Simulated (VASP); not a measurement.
# InSb3: single point with PBE

The system is InSb3.

```
In Sb
1.0
     5.40362    0.00000    0.00000
     0.00000    5.40362    0.00000
     0.00000    0.00000    3.82036
In Sb
1 3
Direct
  0.00000 0.00000 0.00000
  0.50000 0.00000 0.50000
  0.00000 0.50000 0.50000
  0.50000 0.50000 0.00000
```

This cell differs from its parent crystal: ratio of the length along z to the lengths across it x 0.707, volume and fractional coordinates fixed.

- Program: VASP 6.6.1
- Task: single point
- Functional: PBE
- Potentials or basis: VASP PAW PBE potentials, release 64 (In_d, Sb)
- Cutoff: 520 eV
- k mesh: 12 × 12 × 12
- Occupations: gaussian, width 0.15 eV
- Spin: no spin polarisation

```
Pressure               : -1.1 GPa
Band gap on the k mesh : zero (bands 14 and 15 overlap by 3.51 eV)
```

Stress tensor (GPa, compression positive):
```
-1.27  0.00  0.00
 0.00 -1.27  0.00
 0.00  0.00 -0.82
```

Levels at points of the mesh, in eV from the Fermi level:
```csv
k point,band 10,band 11,band 12,band 13,band 14,band 15,band 16,band 17,band 18,band 19
"(0.00, 0.00, 0.00)",-4.85,-2.94,-1.37,-1.15,-1.15,1.74,3.12,3.56,3.60,4.20
"(0.50, 0.00, 0.00)",-3.97,-3.01,-0.44,0.11,0.16,0.43,1.82,2.48,3.15,4.48
"(0.50, 0.50, 0.00)",-0.01,0.25,0.25,0.78,0.78,0.97,0.97,1.16,2.36,3.09
"(0.00, 0.00, 0.50)",-2.33,-2.33,-2.32,-1.84,-1.82,-1.82,0.98,0.98,1.47,1.50
"(0.50, 0.00, 0.50)",-3.31,-2.61,-2.17,-1.45,-1.35,-1.26,-0.95,0.89,2.81,2.90
"(0.50, 0.50, 0.50)",-4.82,-4.82,-4.25,-4.22,1.69,1.80,2.75,2.75,3.73,5.55
```

Wall time 3 min on 1 thread of Intel(R) Xeon(R) 6975P-C (Granite Rapids), with other jobs on the host, peak memory 0.55 GiB.

Caveat: spin-orbit coupling is left out, which moves the levels of the heavy elements.
